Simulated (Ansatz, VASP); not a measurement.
**One calculation of Al2InAs3, two programs**

```xyz
6
Lattice="-2.0753 2.0753 8.8125 2.0753 -2.0753 8.8125 2.0753 2.0753 -8.8125" Properties=species:S:1:pos:R:3 pbc="T T T"
Al    2.0753    0.0000    7.4141
Al    2.0753    0.0000    1.3984
In    0.0000    2.0753    4.4063
As    0.0000    0.0000   14.8524
As    0.0000    0.0000    8.8125
As    0.0000    0.0000    2.7727
```

Alike in both runs: functional PBE; k mesh 6 × 6 × 6; occupations gaussian, width 0.1 eV; no spin polarisation.

Ansatz relaxed the structure, and its values are those at the end. VASP's run is a single point on that final structure, the one shown.

|  | VASP | Ansatz |
| --- | --- | --- |
| version | VASP 6.6.1 | Ansatz 0.2.0 |
| potentials or method | VASP PAW PBE potentials, release 64 (Al, In_d, As), cutoff 520 eV | scalar-relativistic, plane waves, PAW |
| valence electrons in the cell | 34 | 64 |

Ansatz gave:

```
gap on the k mesh at the Fermi level (eV) : 0.85
least direct gap on the mesh (eV)         : 0.85
pressure (GPa)                            : 0.1
```

What did VASP give for the same quantities?

gap on the k mesh at the Fermi level (eV): 0.86; least direct gap on the mesh (eV): 0.86; pressure (GPa): 0.2.

VASP's potentials hold 34 valence electrons a cell and Ansatz's 64, so a difference there can come from the potentials and not from the codes.
